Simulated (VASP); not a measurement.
# Ta (Im-3m) in VASP: relaxation of cell and atoms with r2SCAN+D3(BJ)

Aim: the relaxation of cell and atoms of Ta with r2SCAN+D3(BJ).

All numbers are computed with VASP 6.6.1; they aren't measurements. Logs are shortened: lines on timing, memory, paths and dates and some standing lists are left out, and cuts for length are marked.

**1. The cell of the first run**

The structure is cubic, space group Im-3m (No. 229). Conventional cell: a = 3.261 Å, b = 3.261 Å, c = 3.261 Å, α = 90.00°, β = 90.00°, γ = 90.00°. Ta (site symmetry m-3m) has 14 Ta at 2.82 to 3.26 Å within 3.7 Å.

**2. Relaxation of cell and atoms, r2SCAN+D3(BJ)**

File POSCAR:

```
Ta
1.0
   -1.6304117210      1.6304117210      1.6304117210
    1.6304117210     -1.6304117210      1.6304117210
    1.6304117210      1.6304117210     -1.6304117210
Ta
1
Direct
    0.0000000000      0.0000000000      0.0000000000
```

File INCAR.step1:

```
ALGO = Normal ; EDIFF = 1E-4
ENCUT = 600 ; GGA = PE
ISMEAR = -1 ; LASPH = True
LCHARG = False ; LREAL = False
LWAVE = True ; NELM = 80
PREC = Accurate ; SIGMA = 0.08
```

File INCAR.step2:

```
ALGO = Normal ; EDIFF = 1E-6
EDIFFG = -0.005 ; ENCUT = 600
IBRION = 2 ; ISIF = 3
ISMEAR = -1 ; ISTART = 1
IVDW = 12 ; LASPH = True
LCHARG = False ; LMIXTAU = True
LREAL = False ; LWAVE = False
METAGGA = R2SCAN ; NELM = 80
NSW = 100 ; PREC = Accurate
SIGMA = 0.08 ; VDW_A1 = 0.49484001
VDW_A2 = 5.73083694 ; VDW_S6 = 1.0
VDW_S8 = 0.78981345
```

File KPOINTS:

```
k-points
0
Gamma
  16 16 16
```

Potentials or basis: VASP PAW PBE potentials, release 64 (Ta_pv).

Command:

```sh
> cat potpaw_PBE.64/Ta_pv/POTCAR > POTCAR
> cp INCAR.step1 INCAR
> mpirun -np 1 vasp_std > vasp.out
> cp INCAR.step2 INCAR
> mpirun -np 1 vasp_std > vasp.out
```

OUTCAR:

```text
EDIFF = 1E-6
   EDIFFG = -0.005
   ENCUT = 600
   IBRION = 2
   ISIF = 3
   ISMEAR = -1
   ISTART = 1
   IVDW = 12
   LASPH = True
   LREAL = False
   METAGGA = R2SCAN
   NELM = 80
   NSW = 100
   PREC = Accurate
 IVDW          = 12

 ion  position               nearest neighbor table
   1  0.000  0.000  0.000-

  LATTYP: Found a body centered cubic cell.
 ALAT       =     3.2608234420

  Lattice vectors:

 A1 = (  -1.6304117210,   1.6304117210,   1.6304117210)
 A2 = (   1.6304117210,  -1.6304117210,   1.6304117210)
 A3 = (   1.6304117210,   1.6304117210,  -1.6304117210)

Analysis of symmetry for initial positions (statically):
=====================================================================
 Subroutine PRICEL returns:
 Original cell was already a primitive cell.

 Routine SETGRP: Setting up the symmetry group for a
 body centered cubic supercell.

 Subroutine GETGRP returns: Found 48 space group operations
 (whereof 48 operations were pure point group operations)
 out of a pool of 48 trial point group operations.

The static configuration has the point symmetry O_h .

Analysis of symmetry for dynamics (positions and initial velocities):
=====================================================================
 Subroutine PRICEL returns:
 Original cell was already a primitive cell.

 Routine SETGRP: Setting up the symmetry group for a
 body centered cubic supercell.

 Subroutine GETGRP returns: Found 48 space group operations
 (whereof 48 operations were pure point group operations)
 out of a pool of 48 trial point group operations.

The dynamic configuration has the point symmetry O_h .

 Subroutine INISYM returns: Found 48 space group operations
 (whereof 48 operations are pure point group operations),
 and found     1 'primitive' translations

----------------------------------------------------------------------------------------

                                     Primitive cell

  volume of cell :      17.3361

  direct lattice vectors                    reciprocal lattice vectors
    -1.630411721  1.630411721  1.630411721     0.000000000  0.306671004  0.306671004
     1.630411721 -1.630411721  1.630411721     0.306671004  0.000000000  0.306671004
     1.630411721  1.630411721 -1.630411721     0.306671004  0.306671004  0.000000000

  length of vectors
     2.823955938  2.823955938  2.823955938     0.433698294  0.433698294  0.433698294

  position of ions in fractional coordinates (direct lattice)
     0.000000000  0.000000000  0.000000000

  ion indices of the primitive-cell ions
   primitive index   ion index
                 1           1

----------------------------------------------------------------------------------------

 KPOINTS: k-points

Automatic generation of k-mesh.
 Grid dimensions read from file:
 generate k-points for:   16   16   16

 Generating k-lattice:

  Cartesian coordinates                     Fractional coordinates (reciprocal lattice)
     0.000000000  0.019166938  0.019166938     0.062500000  0.000000000  0.000000000
     0.019166938  0.000000000  0.019166938     0.000000000  0.062500000  0.000000000
     0.019166938  0.019166938  0.000000000     0.000000000  0.000000000  0.062500000

  Length of vectors
     0.027106143  0.027106143  0.027106143

  Shift w.r.t. Gamma in fractional coordinates (k-lattice)
     0.000000000  0.000000000  0.000000000

 Subroutine IBZKPT returns following result:
 ===========================================

 Found    145 irreducible k-points:

 Following reciprocal coordinates:
            Coordinates               Weight
  0.000000  0.000000  0.000000      1.000000
  0.062500  0.000000  0.000000     12.000000
  0.125000  0.000000  0.000000     12.000000
  0.187500  0.000000  0.000000     12.000000
  0.250000  0.000000  0.000000     12.000000
  0.312500  0.000000  0.000000     12.000000
[... 16 lines left out ...]
  0.187500  0.187500  0.000000     24.000000
  0.250000  0.187500  0.000000     48.000000
 [... further k-points ...]
   k-points           NKPTS =    145   k-points in BZ     NKDIM =    145   number of bands    NBANDS=      9
   number of dos      NEDOS =    301   number of ions     NIONS =      1
   total plane-waves  NPLWV =  13824
   dimension x,y,z NGX =    24 NGY =   24 NGZ =   24
   dimension x,y,z NGXF=    48 NGYF=   48 NGZF=   48
   ions per type =               1
   NGX,Y,Z   is equivalent  to a cutoff of  14.13, 14.13, 14.13 a.u.
   NGXF,Y,Z  is equivalent  to a cutoff of  28.26, 28.26, 28.26 a.u.
 SYSTEM =  unknown system
   PREC   = accura    normal or accurate (medium, high low for compatibility)
   ISTART =      1    job   : 0-new  1-cont  2-samecut
   ICHARG =      0    charge: 1-file 2-atom 10-const
   ISPIN  =      1    spin polarized calculation?
   LNONCOLLINEAR =      F non collinear calculations
   LSORBIT =      F    spin-orbit coupling
   LASPH  =      T    aspherical Exc in radial PAW
   ENCUT  =  600.0 eV  44.10 Ry    6.64 a.u.   5.64  5.64  5.64*2*pi/ulx,y,z
   NELM   =     80;   NELMIN=  2; NELMDL=  0     # of ELM steps
   EDIFF  = 0.1E-05   stopping-criterion for ELM
   LREAL  =      F    real-space projection
   EDIFFG = -.5E-02   stopping-criterion for IOM
   NSW    =    100    number of steps for IOM
   IBRION =      2    ionic relax: 0-MD 1-quasi-New 2-CG
   NFREE  =      1    steps in history (QN), initial steepest desc. (CG)
   ISIF   =      3    stress and relaxation
   ISYM   =      2    0-nonsym 1-usesym 2-fastsym
   POTIM  = 0.5000    time-step for ionic-motion
   TEBEG  =    0.0;   TEEND  =   0.0 temperature during run
   PSTRESS=    0.0 pullay stress
   NELECT =      11.0000    total number of electrons
   NUPDOWN=      -1.0000    fix difference up-down
   EMIN   =  10.00;   EMAX   =-10.00  energy-range for DOS
   EFERMI =   0.00;   METHOD = LEGACY
   ISMEAR =    -1;   SIGMA  =   0.08  broadening in eV -4-tet -1-fermi 0-gaus
   EFERMI_NEDOS =   21; number of points for ismear=-14 and -15
   IALGO  =     38    algorithm
   IMIX   =      4    mixing-type and parameters
     AMIX     =   0.40;   BMIX     =  1.00
     AMIX_MAG =   1.60;   BMIX_MAG =  1.00
  volume/ion in A,a.u.               =      17.34       116.99
  Fermi-wavevector in a.u.,A,eV,Ry     =   1.406766  2.658402 26.925790  1.978990
  Thomas-Fermi vector in A             =   2.529093
   LORBIT       =      0    0 simple, 1 ext, 2 COOP (PROOUT), +10 PAW based schemes
   METAGGA = R2SCAN    functional components
   LHFCALC =     F    Hartree Fock is set to
   AEXX    =    0.0000 exact exchange contribution
   IVDW    =    12    specifies the selected vdW correction
   LEPSILON=     F    determine dielectric tensor
   LRPA    =     F    only Hartree local field effects (RPA)
 conjugate gradient relaxation of ions
 non-spin polarized calculation
  energy-cutoff  :      600.00
  volume of cell :       17.34
 maximum number of plane-waves:       603
   NGX = 11   NGY = 11   NGZ = 11

--------------------------------------- Ionic step        1  -------------------------------------------

 number of electron      11.0000000 magnetization

 Free energy of the ion-electron system (eV)
  ---------------------------------------------------
  ext. energy  EPLUGINS =         0.00000000
  ---------------------------------------------------
  free energy    TOTEN  =       -48.56820662 eV

  energy without entropy =      -48.54028129  energy(sigma->0) =      -48.55424396

------------------------ aborting loop because EDIFF is reached ----------------------------------------

 Edisp (eV)   -0.32380

 E8    (eV) :    -0.1388

  FORCE on cell =-STRESS in cart. coord.  units (eV):
  Direction    XX          YY          ZZ          XY          YZ          ZX
  --------------------------------------------------------------------------------------
  -------------------------------------------------------------------------------------
  Total       0.74736     0.74736     0.74736     0.00000    -0.00000     0.00000
  in kB      69.06959    69.06959    69.06959     0.00000    -0.00000     0.00000
  external pressure =       69.07 kB  Pullay stress =        0.00 kB
[... 98 lines left out ...]
  energy  without entropy=      -48.8754824950  energy(sigma->0) =      -48.88955891

--------------------------------------- Ionic step        4  -------------------------------------------

 number of electron      11.0000002 magnetization

 Free energy of the ion-electron system (eV)
  ---------------------------------------------------
  ext. energy  EPLUGINS =         0.00000000
  ---------------------------------------------------
  free energy    TOTEN  =       -48.58999360 eV

  energy without entropy =      -48.56184058  energy(sigma->0) =      -48.57591709

 E-fermi :   5.3677     XC(G=0): -13.8103

 val. band max:        5.3498011523   @ k =   0.1875   0.0625   0.0000
 cond. band min:       5.3687056633   @ k =   0.3750   0.1875   0.0625
 fundamental gap:      0.0189045111
 Fermi energy:         5.3677496588

 k-point     1 :       0.0000    0.0000    0.0000
  band No.  band energies     occupation
      1     -28.8210      2.00000
      2     -28.8210      2.00000
      3     -28.8210      2.00000
      4      -2.9765      2.00000
      5       6.2188      0.00005
      6       6.2188      0.00005
      7       6.2188      0.00005
      8       9.7292      0.00000
      9       9.7292      0.00000
[... 265 lines left out ...]
 k-point    24 :       0.2500    0.1875    0.0000
  band No.  band energies     occupation
      1     -29.8142      2.00000
      2     -29.2301      2.00000
      3     -28.9296      2.00000
      4       1.4808      2.00000
      5       4.0613      2.00000
      6       4.7316      1.99930
      7       8.9993      0.00000
      8      10.6161      0.00000
      9      12.4571      0.00000

 [... further k-points ...]

------------------------ aborting loop because EDIFF is reached ----------------------------------------

 Edisp (eV)   -0.31365

 E8    (eV) :    -0.1344

  FORCE on cell =-STRESS in cart. coord.  units (eV):
  Direction    XX          YY          ZZ          XY          YZ          ZX
  --------------------------------------------------------------------------------------
  -------------------------------------------------------------------------------------
  Total      -0.00070    -0.00070    -0.00070    -0.00000    -0.00000    -0.00000
  in kB      -0.06247    -0.06247    -0.06247    -0.00000    -0.00000    -0.00000
  external pressure =       -0.06 kB  Pullay stress =        0.00 kB
[... 16 lines left out ...]
  FREE ENERGIE OF THE ION-ELECTRON SYSTEM (eV)
  ---------------------------------------------------
  free  energy   TOTEN  =       -48.9036479133 eV

  energy  without entropy=      -48.8754948950  energy(sigma->0) =      -48.88957140

 reached required accuracy - stopping structural energy minimisation
```

Wall time 5.5 min (1 thread of Intel Xeon 8259CL, shared host); peak memory 0.19 GiB.

Results:

- Free energy: -48.9036 eV
- Relaxed volume: 17.89 Å³/atom
- Relaxed cell: a = 2.854 Å, b = 2.854 Å, c = 2.854 Å, α = 109.47°, β = 109.47°, γ = 109.47°
- Space group after relaxing (to 0.1 Å): Im-3m (No. 229)
- Energy gained by relaxing: 11.6 meV/atom
- Ionic steps: 4
- Pressure after relaxing: 0.0 GPa
- Band gap on the k mesh: zero (an odd number of electrons rules out a gap without spin polarisation)
- Dispersion energy per atom: -0.314 eV

Step by step:
```
step  energy change (eV)  largest force (eV/Å)  pressure (GPa)  volume (Å³)
   1              0.0000                0.0000            6.91        17.34
   2              0.0508                0.0000          -13.73        19.28
   3             -0.0116                0.0000           -0.20        17.91
   4             -0.0116                0.0000           -0.01        17.89
```

Final structure:
```cif
data_structure
_symmetry_space_group_name_H-M 'P 1'
_symmetry_Int_Tables_number 1
_cell_length_a 2.8539
_cell_length_b 2.8539
_cell_length_c 2.8539
_cell_angle_alpha 109.471
_cell_angle_beta 109.471
_cell_angle_gamma 109.471
_cell_volume 17.89
loop_
_atom_site_label
_atom_site_type_symbol
_atom_site_fract_x
_atom_site_fract_y
_atom_site_fract_z
_atom_site_occupancy
Ta1 Ta 0.00000 0.00000 0.00000 1
```

Levels at points of the mesh, in eV from the Fermi level:
```tsv
k point	band 1	band 2	band 3	band 4	band 5	band 6	band 7	band 8	band 9
(0.00, 0.00, 0.00)	-34.19	-34.19	-34.19	-8.34	0.85	0.85	0.85	4.36	4.36
(0.50, 0.00, 0.00)	-35.45	-34.59	-34.20	-4.58	-1.58	1.51	4.24	5.31	8.16
(0.50, 0.50, 0.50)	-35.06	-35.06	-35.06	-3.98	-3.98	7.18	7.18	7.18	9.09
```

Caveat: the PAW data sets were made with another functional, which shifts forces and pressure a little; spin-orbit coupling is left out, which moves the levels of the heavy elements.
